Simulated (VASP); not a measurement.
Wanted: the native input for a VASP 6.6.1 run.

```
Task                   : single point
Functional             : r2SCAN
Potentials or basis    : VASP PAW PBE potentials, release 64 (P)
Cutoff                 : 520 eV
k mesh                 : 18 × 18 × 18
Occupations            : gaussian, width 0.1 eV
Spin                   : no spin polarisation
Dipole correction      : no
Further INCAR settings : ALGO = Normal; EDIFF = 1e-06; NBANDS = 8
```

The system is P.

```
CELL_PARAMETERS angstrom
2.41273 0.00000 0.00000
0.00000 2.41273 0.00000
0.00000 0.00000 2.41273
ATOMIC_POSITIONS crystal
P 0.00000 0.00000 0.00000
```

This isn't the form of P at room conditions, which is orthorhombic.

The input as run:

POSCAR

```
P
1.0
    2.4127253546      0.0000000000      0.0000000000
    0.0000000000      2.4127253546      0.0000000000
    0.0000000000      0.0000000000      2.4127253546
P
1
Direct
    0.0000000000      0.0000000000      0.0000000000
```

INCAR.step1

```
SYSTEM = P
PREC     = Accurate       ! precision mode
ENCUT    = 520            ! plane-wave cutoff, eV
ISMEAR   = 0              ! smearing method
SIGMA    = 0.1            ! smearing width, eV
LREAL    = .False.        ! projectors in reciprocal space
LASPH    = .True.         ! aspherical terms in the spheres
NELM     = 100            ! most SCF steps
NBANDS   = 8              ! bands
GGA      = PE             ! functional
ALGO     = Normal         ! electronic algorithm
EDIFF    = 1E-4           ! SCF threshold, eV
LWAVE    = .True.         ! write WAVECAR
LCHARG   = .False.        ! write CHGCAR
```

INCAR.step2

```
SYSTEM = P
PREC     = Accurate       ! precision mode
ENCUT    = 520            ! plane-wave cutoff, eV
EDIFF    = 1E-6           ! SCF threshold, eV
ISMEAR   = 0              ! smearing method
SIGMA    = 0.1            ! smearing width, eV
LREAL    = .False.        ! projectors in reciprocal space
LASPH    = .True.         ! aspherical terms in the spheres
NELM     = 100            ! most SCF steps
ALGO     = Normal         ! electronic algorithm
ISIF     = 2              ! what is computed and relaxed
LWAVE    = .False.        ! write WAVECAR
LCHARG   = .False.        ! write CHGCAR
METAGGA  = R2SCAN         ! meta-GGA
LMIXTAU  = .True.       
NBANDS   = 8              ! bands
ISTART   = 1
```

KPOINTS

```
Automatic mesh
0
Gamma
  18 18 18
  0 0 0
```

Potentials or basis: VASP PAW PBE potentials, release 64 (P).

The run is started by

```bash
$ cat potpaw_PBE.64/P/POTCAR > POTCAR
$ cp INCAR.step1 INCAR
$ mpirun -np 1 vasp_std > vasp.out
$ cp INCAR.step2 INCAR
$ mpirun -np 1 vasp_std > vasp.out
```

Results of the run:

- Pressure: 3.2 GPa
- Band gap on the k mesh: zero (an odd number of electrons rules out a gap without spin polarisation)

Caveat: the cell stands under pressure; the PAW data sets were made with another functional, which shifts forces and pressure a little.

Wall time 38 s on 1 thread of Intel(R) Xeon(R) Platinum 8488C (Sapphire Rapids) (shared host), peak memory 0.13 GiB.
